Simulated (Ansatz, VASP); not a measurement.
Si3As in VASP and in Ansatz

```
Si As
1.0
     4.31171    0.00000    0.00000
     0.00000    4.31171    0.00000
     0.00000    0.00000    4.31171
Si As
3 1
Direct
  0.50000 0.00000 0.00000
  0.00000 0.50000 0.00000
  0.00000 0.00000 0.50000
  0.50000 0.50000 0.50000
```

Alike in both runs: task single point; functional PBE; k mesh 4 × 4 × 4; occupations gaussian, width 0.1 eV; no spin polarisation.

|  | VASP | Ansatz |
| --- | --- | --- |
| version | VASP 6.6.1 | Ansatz 0.2.0 |
| potentials or method | VASP PAW PBE potentials, release 64 (Si, As), cutoff 520 eV | scalar-relativistic, plane waves, PAW |
| valence electrons in the cell | 17 | 27 |

|  | VASP | Ansatz | Ansatz less VASP |
| --- | --- | --- | --- |
| gap on the k mesh at the Fermi level (eV) | none | none | - |
| pressure (GPa) | -10.6 | -10.6 | -0.02 |

A gap of «none» marks a metal or a gap that the smearing closes. VASP's potentials hold 17 valence electrons a cell and Ansatz's 27, so a difference there can come from the potentials and not from the codes.

The k mesh is coarse, so the values compare programs but aren't converged.
